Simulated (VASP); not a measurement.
# ZnS (F-43m) in VASP: further runs, part 2 of 3

VASP 6.6.1.

**3. Electric field gradients, PBEsol (volume scaled by 0.95)**

Input file INCAR:

```
PREC = Accurate
ENCUT = 520
EDIFF = 1E-8
ISMEAR = -1
SIGMA = 0.01
LREAL = False
LASPH = True
NELM = 100
ALGO = Normal
ISIF = 2
LWAVE = False
LCHARG = False
GGA = PS
LEFG = True
NBANDS = 16
```

Input file KPOINTS:

```
regular mesh
0
Gamma
  8 8 8
```

Input file POSCAR:

```
ZnS
1.0
    0.0000000000      2.6587996169      2.6587996169
    2.6587996169      0.0000000000      2.6587996169
    2.6587996169      2.6587996169      0.0000000000
Zn S
1 1
Direct
    0.0000000000      0.0000000000      0.0000000000
    0.7500000000      0.7500000000      0.7500000000
```

Potentials or basis: VASP PAW PBE potentials, release 64 (Zn, S).

Run with:

```bash
cat potpaw_PBE.64/Zn/POTCAR potpaw_PBE.64/S/POTCAR > POTCAR
mpirun -np 1 vasp_std > vasp.out
```

OUTCAR:

```text
PREC = Accurate
   ENCUT = 520
   EDIFF = 1E-8
   ISMEAR = -1
   LREAL = False
   LASPH = True
   NELM = 100
   ISIF = 2
   GGA = PS

 ion  position               nearest neighbor table
   1  0.000  0.000  0.000-   2 2.30   2 2.30   2 2.30   2 2.30
   2  0.750  0.750  0.750-   1 2.30   1 2.30   1 2.30   1 2.30

  LATTYP: Found a face centered cubic cell.
 ALAT       =     5.3175992338

  Lattice vectors:

 A1 = (   0.0000000000,   2.6587996169,   2.6587996169)
 A2 = (   2.6587996169,   0.0000000000,   2.6587996169)
[... 666 lines left out ...]
  FREE ENERGIE OF THE ION-ELECTRON SYSTEM (eV)
  ---------------------------------------------------
  free  energy   TOTEN  =        -7.5827431455 eV

  energy  without entropy=       -7.5827431455  energy(sigma->0) =       -7.58274315

 Electric field gradients (V/A^2)
---------------------------------------------------------------------
 ion       V_xx      V_yy      V_zz      V_xy      V_xz      V_yz
---------------------------------------------------------------------
   1       0.000    -0.000    -0.000     0.000     0.000     0.000
   2      -0.000    -0.000    -0.000    -0.000    -0.000    -0.000
---------------------------------------------------------------------

 Electric field gradients after diagonalization (V/A^2)
 (convention: |V_zz| > |V_xx| > |V_yy|)
----------------------------------------------------------------------
 ion       V_xx      V_yy      V_zz     asymmetry (V_yy - V_xx)/ V_zz
----------------------------------------------------------------------
   1      -0.000    -0.000     0.001       0.000
   2       0.000     0.000    -0.001       0.000
----------------------------------------------------------------------

           NMR quadrupolar parameters

 Cq : quadrupolar parameter    Cq=e*Q*V_zz/h
 eta: asymmetry parameters     (V_yy - V_xx)/ V_zz
 Q  : nuclear electric quadrupole moment in mb (millibarn)
----------------------------------------------------------------------
 ion       Cq(MHz)       eta       Q (mb)
----------------------------------------------------------------------
   1       0.000       0.000       1.000
   2      -0.000       0.000       1.000
----------------------------------------------------------------------
```

OSZICAR:

```text
N       E                     dE             d eps       ncg     rms          rms(c)
DAV:   1     0.901275741278E+02    0.90128E+02   -0.88919E+03   928   0.138E+03
DAV:   2    -0.210599440332E+01   -0.92234E+02   -0.86029E+02  1080   0.263E+02
DAV:   3    -0.793504076993E+01   -0.58290E+01   -0.58070E+01  1128   0.643E+01
DAV:   4    -0.799434349760E+01   -0.59303E-01   -0.59293E-01  1200   0.680E+00
DAV:   5    -0.799499152812E+01   -0.64803E-03   -0.64803E-03  1128   0.680E-01    0.733E+00
DAV:   6    -0.760759520548E+01    0.38740E+00   -0.79806E-01  1320   0.333E+01    0.570E+00
DAV:   7    -0.758630800468E+01    0.21287E-01   -0.25061E-01  1112   0.509E+00    0.273E+00
DAV:   8    -0.758289371565E+01    0.34143E-02   -0.57038E-03  1344   0.106E+00    0.636E-01
DAV:   9    -0.758267150279E+01    0.22221E-03   -0.10192E-03  1160   0.272E-01    0.892E-02
DAV:  10    -0.758274803038E+01   -0.76528E-04   -0.15669E-04  1120   0.949E-02    0.282E-02
DAV:  11    -0.758274285093E+01    0.51795E-05   -0.26287E-05  1280   0.522E-02    0.414E-03
DAV:  12    -0.758274317614E+01   -0.32521E-06   -0.31818E-06  1136   0.119E-02    0.240E-03
DAV:  13    -0.758274315215E+01    0.23990E-07   -0.86600E-08  1160   0.249E-03    0.690E-04
DAV:  14    -0.758274314550E+01    0.66530E-08   -0.75387E-09  1000   0.140E-03
   1 F= -.75827431E+01 E0= -.75827431E+01  d E =-.508971E-12
```

stdout:

```text
POSCAR found type information on POSCAR ZnS
 POSCAR found :  2 types and       2 ions
 scaLAPACK will be used
 -----------------------------------------------------------------------------
|                                                                             |
|                                                                             |
|     You enforced a specific xc type in the INCAR file but a different       |
|     I HOPE YOU KNOW WHAT YOU ARE DOING!                                     |
|                                                                             |
 -----------------------------------------------------------------------------

 LDA part: xc-table for (Slater+PW92), standard interpolation
 POSCAR, INCAR and KPOINTS ok, starting setup
 FFT: planning ... GRIDC
 FFT: planning ... GRID_SOFT
 FFT: planning ... GRID
 WAVECAR not read
 entering main loop
ion   1

ion   2
```

Run time: 8.1 s. Hardware: 1 thread of Intel Xeon 6975P-C (Granite Rapids), shared host; peak memory 0.16 GiB.

What came out:

```
Free energy            : -7.5827 eV
Pressure               : 2.0 GPa
Band gap on the k mesh : 2.19 eV, direct
```

Levels at points of the mesh, in eV from the valence-band top:
| k point | band 5 | band 6 | band 7 | band 8 | band 9 | band 10 | band 11 | band 12 | band 13 | band 14 |
| --- | --- | --- | --- | --- | --- | --- | --- | --- | --- | --- |
| (0.00, 0.00, 0.00) | -6.02 | -6.02 | 0.00 | 0.00 | 0.00 | 2.19 | 6.27 | 6.27 | 6.27 | 11.79 |
| (0.50, 0.00, 0.00) | -5.99 | -5.82 | -5.67 | -0.95 | -0.95 | 3.29 | 6.80 | 6.80 | 8.87 | 12.19 |
| (0.50, 0.50, 0.00) | -5.94 | -5.79 | -4.80 | -2.43 | -2.43 | 3.13 | 3.95 | 11.18 | 12.21 | 12.21 |

Caveat: without QUAD_EFG the Cq values of the log hold for a quadrupole moment of 1 mb, not for the nuclei; the PAW data sets were made with another functional, which shifts forces and pressure a little.

**4. Electric field gradients, PBEsol (volume scaled by 0.95)**

Input file INCAR:

```
SYSTEM = ZnS
PREC = Accurate
ENCUT = 520
EDIFF = 1E-8
ISMEAR = -1
SIGMA = 0.01
LREAL = .FALSE.
LASPH = .TRUE.
NELM = 100
ALGO = Normal
ISIF = 2
LWAVE = .FALSE.
LCHARG = .FALSE.
GGA = PS
LEFG = .TRUE.
NBANDS = 16
```

Input file KPOINTS:

```
Automatic mesh
0
G
  8 8 8
  0 0 0
```

POSCAR is that of step 3.

Potentials or basis: VASP PAW PBE potentials, release 64 (Zn, S).

Run with:

```bash
cat potpaw_PBE.64/Zn/POTCAR potpaw_PBE.64/S/POTCAR > POTCAR
mpirun -np 1 vasp_std > vasp.out
```

OUTCAR:

```text
SYSTEM = ZnS
   PREC = Accurate
   ENCUT = 520
   EDIFF = 1E-8
   ISMEAR = -1
   LREAL = .FALSE.
   LASPH = .TRUE.
   NELM = 100
   ISIF = 2
   GGA = PS

 ion  position               nearest neighbor table
   1  0.000  0.000  0.000-   2 2.30   2 2.30   2 2.30   2 2.30
   2  0.750  0.750  0.750-   1 2.30   1 2.30   1 2.30   1 2.30

  LATTYP: Found a face centered cubic cell.
 ALAT       =     5.3175992338

  Lattice vectors:

 A1 = (   0.0000000000,   2.6587996169,   2.6587996169)
 A2 = (   2.6587996169,   0.0000000000,   2.6587996169)
 A3 = (   2.6587996169,   2.6587996169,   0.0000000000)

Analysis of symmetry for initial positions (statically):
=====================================================================
 Subroutine PRICEL returns:
 Original cell was already a primitive cell.

 Routine SETGRP: Setting up the symmetry group for a
 face centered cubic supercell.

 Subroutine GETGRP returns: Found 24 space group operations
 (whereof 24 operations were pure point group operations)
 out of a pool of 48 trial point group operations.

The static configuration has the point symmetry T_d .

Analysis of symmetry for dynamics (positions and initial velocities):
=====================================================================
 Subroutine PRICEL returns:
 Original cell was already a primitive cell.

 Routine SETGRP: Setting up the symmetry group for a
 face centered cubic supercell.

 Subroutine GETGRP returns: Found 24 space group operations
 (whereof 24 operations were pure point group operations)
 out of a pool of 48 trial point group operations.

The dynamic configuration has the point symmetry T_d .

 Subroutine INISYM returns: Found 24 space group operations
 (whereof 24 operations are pure point group operations),
[... 148 lines left out ...]
 Fermi energy:         2.7022366213

 k-point     1 :       0.0000    0.0000    0.0000
  band No.  band energies     occupation
      1     -11.0288      2.00000
      2      -4.1028      2.00000
      3      -4.1028      2.00000
      4      -4.1028      2.00000
      5      -3.5448      2.00000
      6      -3.5448      2.00000
[... 433 lines left out ...]
      3      -3.9018      2.00000
      4      -3.6214      2.00000
      5      -3.5325      2.00000
      6      -3.2498      2.00000
[... 8 lines left out ...]
     15      16.0092      0.00000
     16      16.9170      0.00000

 [... further k-points ...]
[... 5 lines left out ...]
  --------------------------------------------------------------------------------------
  -------------------------------------------------------------------------------------
  Total        0.4754984      0.4754984      0.4754984      0.0000000      0.0000000      0.0000000
  in kB       20.2662220     20.2662220     20.2662220      0.0000000      0.0000000      0.0000000
  external PRESSURE =      20.2662220 kB  Pullay stress =       0.0000000 kB

 VOLUME and BASIS-vectors are now :
 -----------------------------------------------------------------------------
  energy-cutoff  :      520.00
  volume of cell :       37.59
      direct lattice vectors                 reciprocal lattice vectors
     0.000000000  2.658799617  2.658799617    -0.188054789  0.188054789  0.188054789
     2.658799617  0.000000000  2.658799617     0.188054789 -0.188054789  0.188054789
     2.658799617  2.658799617  0.000000000     0.188054789  0.188054789 -0.188054789

 POSITION                                       TOTAL-FORCE (eV/Angst)
 -----------------------------------------------------------------------------------
      0.00000      0.00000      0.00000         0.000000      0.000000     -0.000000
      3.98820      3.98820      3.98820        -0.000000     -0.000000      0.000000
 -----------------------------------------------------------------------------------
    total drift:                               -0.000002     -0.000002     -0.000002

  FREE ENERGIE OF THE ION-ELECTRON SYSTEM (eV)
  ---------------------------------------------------
  free  energy   TOTEN  =        -7.5827431455 eV

  energy  without entropy=       -7.5827431455  energy(sigma->0) =       -7.58274315

 Electric field gradients (V/A^2)
---------------------------------------------------------------------
 ion       V_xx      V_yy      V_zz      V_xy      V_xz      V_yz
---------------------------------------------------------------------
   1       0.000    -0.000    -0.000     0.000     0.000     0.000
   2      -0.000    -0.000    -0.000    -0.000    -0.000    -0.000
---------------------------------------------------------------------

 Electric field gradients after diagonalization (V/A^2)
 (convention: |V_zz| > |V_xx| > |V_yy|)
----------------------------------------------------------------------
 ion       V_xx      V_yy      V_zz     asymmetry (V_yy - V_xx)/ V_zz
----------------------------------------------------------------------
   1      -0.000    -0.000     0.001       0.000
   2       0.000     0.000    -0.001       0.000
----------------------------------------------------------------------

           NMR quadrupolar parameters

 Cq : quadrupolar parameter    Cq=e*Q*V_zz/h
 eta: asymmetry parameters     (V_yy - V_xx)/ V_zz
 Q  : nuclear electric quadrupole moment in mb (millibarn)
----------------------------------------------------------------------
 ion       Cq(MHz)       eta       Q (mb)
----------------------------------------------------------------------
   1       0.000       0.000       1.000
   2      -0.000       0.000       1.000
----------------------------------------------------------------------
```

OSZICAR:

```text
N       E                     dE             d eps       ncg     rms          rms(c)
DAV:   1     0.901275741278E+02    0.90128E+02   -0.88919E+03   928   0.138E+03
DAV:   2    -0.210599440332E+01   -0.92234E+02   -0.86029E+02  1080   0.263E+02
DAV:   3    -0.793504076993E+01   -0.58290E+01   -0.58070E+01  1128   0.643E+01
DAV:   4    -0.799434349760E+01   -0.59303E-01   -0.59293E-01  1200   0.680E+00
DAV:   5    -0.799499152812E+01   -0.64803E-03   -0.64803E-03  1128   0.680E-01    0.733E+00
DAV:   6    -0.760759520548E+01    0.38740E+00   -0.79806E-01  1320   0.333E+01    0.570E+00
DAV:   7    -0.758630800468E+01    0.21287E-01   -0.25061E-01  1112   0.509E+00    0.273E+00
DAV:   8    -0.758289371565E+01    0.34143E-02   -0.57038E-03  1344   0.106E+00    0.636E-01
DAV:   9    -0.758267150279E+01    0.22221E-03   -0.10192E-03  1160   0.272E-01    0.892E-02
DAV:  10    -0.758274803038E+01   -0.76528E-04   -0.15669E-04  1120   0.949E-02    0.282E-02
DAV:  11    -0.758274285093E+01    0.51795E-05   -0.26287E-05  1280   0.522E-02    0.414E-03
DAV:  12    -0.758274317614E+01   -0.32521E-06   -0.31818E-06  1136   0.119E-02    0.240E-03
DAV:  13    -0.758274315215E+01    0.23990E-07   -0.86600E-08  1160   0.249E-03    0.690E-04
DAV:  14    -0.758274314550E+01    0.66530E-08   -0.75387E-09  1000   0.140E-03
   1 F= -.75827431E+01 E0= -.75827431E+01  d E =-.508971E-12
```

It took 8.6 s on 1 thread of Intel Xeon 6975P-C (Granite Rapids), shared host; peak memory 0.16 GiB.

What came out:

| Quantity | Value |
| --- | --- |
| Free energy | -7.5827 eV |
| Pressure | 2.0 GPa |
| Band gap on the k mesh | 2.19 eV, direct |

Caveat: without QUAD_EFG the Cq values of the log hold for a quadrupole moment of 1 mb, not for the nuclei; the PAW data sets were made with another functional, which shifts forces and pressure a little.

(Continued in part 3 of 3.)
